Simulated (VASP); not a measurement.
# Al4CN4 in VASP: further runs

Runs on Al4CN4. Level: PBE. Tasks: single point.

Everything below comes from runs of VASP 6.6.1. Logs are shortened: lines on timing, memory, paths and dates and some standing lists are left out, and cuts for length are marked.

### Step 1. The cell of the first run

The cell holds a slab with vacuum, 9 atoms: a = 3.130 Å, b = 5.017 Å, c = 19.062 Å, α = 90.00°, β = 90.00°, γ = 90.00°.

### Step 2. Single point, PBE, collinear spin

Contents of INCAR:

```
SYSTEM = Al4CN4
ALGO = Normal
DIPOL = 0.5 0.5 0.325
EDIFF = 1E-6
ENCUT = 520
GGA = PE
IDIPOL = 3
ISIF = 2
ISMEAR = 0
ISPIN = 2
LASPH = .True.
LCHARG = .False.
LDIPOL = .True.
LORBIT = 11
LREAL = .False.
LWAVE = .False.
MAGMOM = 0 0 0 0 0 0 0 0 2
NBANDS = 32
NELM = 150
PREC = Accurate
SIGMA = 0.05
```

Contents of KPOINTS:

```
k-points
0
Gamma
  9 6 1
  0 0 0
```

Contents of POSCAR:

```
Al4CN4
1.0
    3.1297683445      0.0000000000      0.0000000000
    0.0000000000      5.0173032419      0.0000000000
    0.0000000000      0.0000000000     19.0620320396
Al N C
4 4 1
Direct
    0.0000000000      0.9982714950      0.2098412169
    0.5000000000      0.4982714950      0.2572383830
    0.5000000000      0.9915197257      0.3577010219
    0.0000000000      0.4624332462      0.3868097530
    0.0000000000      0.6167285050      0.2098412169
    0.5000000000      0.1167285050      0.2572383830
    0.5000000000      0.6143669392      0.3564124135
    0.0000000000      0.1112303975      0.3967065014
    0.1666666667      0.6112303975      0.4891993169
```

Potentials or basis: VASP PAW PBE potentials, release 64 (Al, N, C).

The run is started by

```bash
> cat potpaw_PBE.64/Al/POTCAR potpaw_PBE.64/N/POTCAR potpaw_PBE.64/C/POTCAR > POTCAR
> mpirun -np 1 vasp_std > vasp.out
```

OUTCAR:

```text
SYSTEM = Al4CN4
   EDIFF = 1E-6
   ENCUT = 520
   GGA = PE
   ISIF = 2
   ISMEAR = 0
   ISPIN = 2
   LASPH = .True.
   LORBIT = 11
   LREAL = .False.
   NELM = 150
   PREC = Accurate

 ion  position               nearest neighbor table
   1  0.000  0.998  0.210-   6 1.90   6 1.90   5 1.91   2 3.09   2 3.09   2 3.09   2 3.09   3 3.22
                             3 3.22
   2  0.500  0.498  0.257-   5 1.90   5 1.90   6 1.91   7 1.98   4 2.93   4 2.93   1 3.09   1 3.09
                             1 3.09   1 3.09   3 3.13   3 3.18
   3  0.500  0.992  0.358-   8 1.83   8 1.83   7 1.89   6 2.02   4 2.89   4 2.89   2 3.13   4 3.13
                             4 3.13   2 3.18   1 3.22   1 3.22
   4  0.000  0.462  0.387-   8 1.77   7 1.83   7 1.83   9 2.15   3 2.89   3 2.89   2 2.93   2 2.93
                             3 3.13   3 3.13
   5  0.000  0.617  0.210-   2 1.90   2 1.90   1 1.91
   6  0.500  0.117  0.257-   1 1.90   1 1.90   2 1.91   3 2.02
   7  0.500  0.614  0.356-   4 1.83   4 1.83   3 1.89   2 1.98
   8  0.000  0.111  0.397-   4 1.77   3 1.83   3 1.83
   9  0.167  0.611  0.489-   4 2.15

  LATTYP: Found a simple orthorhombic cell.
 ALAT       =     3.1297683445
 B/A-ratio  =     1.6030909287
 C/A-ratio  =     6.0905568532

  Lattice vectors:

 A1 = (   3.1297683445,   0.0000000000,   0.0000000000)
 A2 = (   0.0000000000,   5.0173032419,   0.0000000000)
 A3 = (   0.0000000000,   0.0000000000,  19.0620320396)

Analysis of symmetry for initial positions (statically):
=====================================================================
 Subroutine PRICEL returns:
 Original cell was already a primitive cell.

 Routine SETGRP: Setting up the symmetry group for a
 simple orthorhombic supercell.

 Subroutine GETGRP returns: Found  1 space group operations
 (whereof  1 operations were pure point group operations)
 out of a pool of  8 trial point group operations.

The static configuration has the point symmetry C_1 .

Analysis of symmetry for dynamics (positions and initial velocities):
=====================================================================
 Subroutine PRICEL returns:
 Original cell was already a primitive cell.

 Routine SETGRP: Setting up the symmetry group for a
 simple orthorhombic supercell.

 Subroutine GETGRP returns: Found  1 space group operations
 (whereof  1 operations were pure point group operations)
 out of a pool of  8 trial point group operations.

The dynamic configuration has the point symmetry C_1 .

Analysis of structural, dynamic, and magnetic symmetry:
=====================================================================
 Subroutine PRICEL returns:
 Original cell was already a primitive cell.

[... 184 lines left out ...]
  band No.  band energies     occupation
      1     -17.1122      1.00000
      2     -16.0401      1.00000
      3     -14.8249      1.00000
      4     -14.1712      1.00000
      5     -11.6078      1.00000
      6      -7.8157      1.00000
[... 781 lines left out ...]
     29       5.4038      0.00000
     30       6.0357      0.00000

 [... further k-points ...]

 spin component 2

 k-point     1 :       0.0000    0.0000    0.0000
  band No.  band energies     occupation
      1     -17.0714      1.00000
      2     -16.0042      1.00000
      3     -14.8497      1.00000
      4     -14.1777      1.00000
      5      -9.3751      1.00000
      6      -7.7913      1.00000
[... 781 lines left out ...]
     29       5.7641      0.00000
     30       6.1813      0.00000

 [... further k-points ...]

 [bands above 30 left out]

------------------------ aborting loop because EDIFF is reached ----------------------------------------

 vacuum level on the upper side and lower side of the slab       (xc-potential included)         0.757        -0.763

  FORCE on cell =-STRESS in cart. coord.  units (eV):
  Direction    XX          YY          ZZ          XY          YZ          ZX
  --------------------------------------------------------------------------------------
  -------------------------------------------------------------------------------------
  Total        1.9017922     -0.8856499     -2.4587487      0.2288261      0.9310211     -0.7230161
  in kB       10.1793933     -4.7404650    -13.1605179      1.2247981      4.9833152     -3.8699630
  external PRESSURE =      -2.5738632 kB  Pullay stress =       0.0000000 kB

 VOLUME and BASIS-vectors are now :
 -----------------------------------------------------------------------------
  energy-cutoff  :      520.00
  volume of cell :      299.33
      direct lattice vectors                 reciprocal lattice vectors
     3.129768344  0.000000000  0.000000000     0.319512465  0.000000000  0.000000000
     0.000000000  5.017303242  0.000000000     0.000000000  0.199310257  0.000000000
     0.000000000  0.000000000 19.062032040     0.000000000  0.000000000  0.052460304

 POSITION                                       TOTAL-FORCE (eV/Angst)
 -----------------------------------------------------------------------------------
      0.00000      5.00863      4.00000        -0.000310     -1.623539      2.260944
      1.56488      2.49998      4.90349        -0.002835      0.879212     -1.698260
      1.56488      4.97476      6.81851        -0.021137     -0.485050      0.155736
      0.00000      2.32017      7.37338         0.091119      0.896227      1.593959
      0.00000      3.09431      4.00000        -0.001247      0.724143      0.651959
      1.56488      0.58566      4.90349         0.011953      0.144520     -1.078735
      1.56488      3.08247      6.79394         0.198867     -0.055843     -1.307160
      0.00000      0.55808      7.56203         0.035636     -0.601699     -0.575497
      0.52163      3.06673      9.32513        -0.312047      0.122029     -0.002945
 -----------------------------------------------------------------------------------
    total drift:                                0.000137     -0.000581      0.000104

  FREE ENERGIE OF THE ION-ELECTRON SYSTEM (eV)
  ---------------------------------------------------
  free  energy   TOTEN  =       -57.5753945463 eV

  energy  without entropy=      -57.5711457277  energy(sigma->0) =      -57.57327014

 vacuum level on the upper side and lower side of the slab         4.482         2.919

 total charge

# of ion       s       p       d       tot
------------------------------------------
    1        0.388   0.366   0.000   0.754
    2        0.368   0.420   0.000   0.788
    3        0.371   0.438   0.000   0.809
    4        0.391   0.466   0.000   0.857
    5        1.236   2.480   0.000   3.716
    6        1.236   2.565   0.000   3.800
    7        1.237   2.626   0.000   3.863
    8        1.245   2.566   0.000   3.811
    9        1.020   1.027   0.000   2.046
--------------------------------------------------
tot          7.490  12.953   0.000  20.444

 magnetization (x)

# of ion       s       p       d       tot
------------------------------------------
    1        0.001   0.000   0.000   0.001
    2        0.002   0.003   0.000   0.005
    3        0.001   0.001   0.000   0.002
    4        0.002   0.019   0.000   0.021
    5        0.000  -0.002   0.000  -0.002
    6        0.001  -0.006   0.000  -0.005
    7        0.007   0.051   0.000   0.058
    8       -0.000  -0.037   0.000  -0.037
    9        0.048   0.911   0.000   0.959
--------------------------------------------------
tot          0.060   0.942   0.000   1.003
```

stdout:

```text
POSCAR found type information on POSCAR AlN C
 POSCAR found :  3 types and       9 ions
 scaLAPACK will be used
 LDA part: xc-table for (Slater+PW92), standard interpolation
 POSCAR, INCAR and KPOINTS ok, starting setup
 FFT: planning ... GRIDC
 FFT: planning ... GRID_SOFT
 FFT: planning ... GRID
 WAVECAR not read
 entering main loop
```

Run time: 12 min. Hardware: 1 thread of AMD EPYC 9R45 (Zen 5), shared host; peak memory 0.69 GiB.

What came out:

| Property | Result |
| --- | --- |
| Free energy | -57.5754 eV |
| Largest force | 2.783 eV/Å |
| Band gap on the k mesh | zero (filled and empty bands overlap) |
| Net moment | 2.00 μB per cell |
| Site moments | Al +0.00, +0.01, +0.02 (each value once); N -0.00, -0.01, +0.06, -0.04; C +0.96 μB |
| Valence electrons inside the program's atomic spheres | Al 0.75, 0.79, 0.81, 0.86; N 3.72, 3.80, 3.86, 3.81; C 2.05 |

Forces on the atoms (eV/Å):
```
Al   0.000 -1.624  2.261
Al  -0.003  0.879 -1.698
Al  -0.021 -0.485  0.156
Al   0.091  0.896  1.594
N   -0.001  0.724  0.652
N    0.012  0.145 -1.079
N    0.199 -0.056 -1.307
N    0.036 -0.602 -0.575
C   -0.312  0.122 -0.003
```

### Step 3. Single point, PBE, collinear spin

Contents of INCAR:

```
SYSTEM = Al4CN4
PREC = Accurate
ENCUT = 520
EDIFF = 1E-7
ISMEAR = 0
SIGMA = 0.05
LREAL = .False.
LASPH = .True.
NELM = 150
ALGO = Normal
ISIF = 2
LWAVE = .False.
LCHARG = .True.
ISPIN = 2
MAGMOM = 0 0 0 0 0 0 0 0 2
LORBIT = 11
LDIPOL = .True.
IDIPOL = 3
DIPOL = 0.5 0.5 0.325
GGA = PE
LELF = .True.
LVHAR = .True.
LVACPOTAV = .True.
NBANDS = 32
```

Contents of KPOINTS:

```
regular mesh
0
Gamma
  9 6 1
  0 0 0
```

Changes to POSCAR since step 2:

```diff
@@ -16,2 +16,2 @@
     0.0000000000      0.1112303975      0.3967065014
-    0.1666666667      0.6112303975      0.4891993169
+    0.1666666667      0.4445637309      0.4921935998
```

Potentials or basis: VASP PAW PBE potentials, release 64 (Al, N, C).

The run is started by

```bash
> cat potpaw_PBE.64/Al/POTCAR potpaw_PBE.64/N/POTCAR potpaw_PBE.64/C/POTCAR > POTCAR
> mpirun -np 1 vasp_std > vasp.out
```

Wall time 15 min (1 thread of Intel Xeon Platinum 8488C (Sapphire Rapids), shared host); peak memory 0.72 GiB.

Results (log left out):

```
Free energy                                           : -57.7541 eV
Largest force                                         : 2.756 eV/Å
Band gap on the k mesh                                : 0.07 eV (least direct gap 0.38 eV)
Net moment                                            : 1.99 μB per cell
Site moments                                          : Al +0.00, +0.03 (each value once); N +0.01, -0.00, +0.06, -0.02; C +0.92 μB
Valence electrons inside the program's atomic spheres : Al 0.75, 0.79, 0.81, 0.86; N 3.72, 3.80, 3.87, 3.81; C 2.06
```

Forces on the atoms (eV/Å):
```
Al  -0.002 -1.699  2.171
Al   0.010  1.002 -1.719
Al  -0.038 -0.620  0.011
Al   0.034  1.329  0.958
N    0.005  0.719  0.662
N    0.019  0.141 -0.851
N    0.166  0.069 -1.197
N    0.092 -0.298 -0.031
C   -0.285 -0.643 -0.003
```

Levels at points of the mesh, in eV from the valence-band top:
Spin up:
```csv
k point,band 17,band 18,band 19,band 20,band 21,band 22
"(0.00, 0.00, 0.00)",-0.90,-0.89,-0.19,0.47,0.86,3.90
"(0.00, 0.50, 0.00)",-1.11,-1.08,0.00,0.47,1.06,4.39
```
Spin down:
```tsv
k point	band 13	band 14	band 15	band 16	band 17	band 18	band 19	band 20	band 21	band 22
(0.00, 0.00, 0.00)	-1.96	-1.85	-1.74	-0.98	-0.87	0.31	1.00	1.29	3.10	3.95
(0.00, 0.50, 0.00)	-2.74	-2.15	-1.88	-1.29	-1.09	0.68	0.91	1.36	3.11	4.43
```

Caveat: semilocal functionals underestimate gaps, and a narrow one can read as zero.

(Continued in part 2 of 2.)
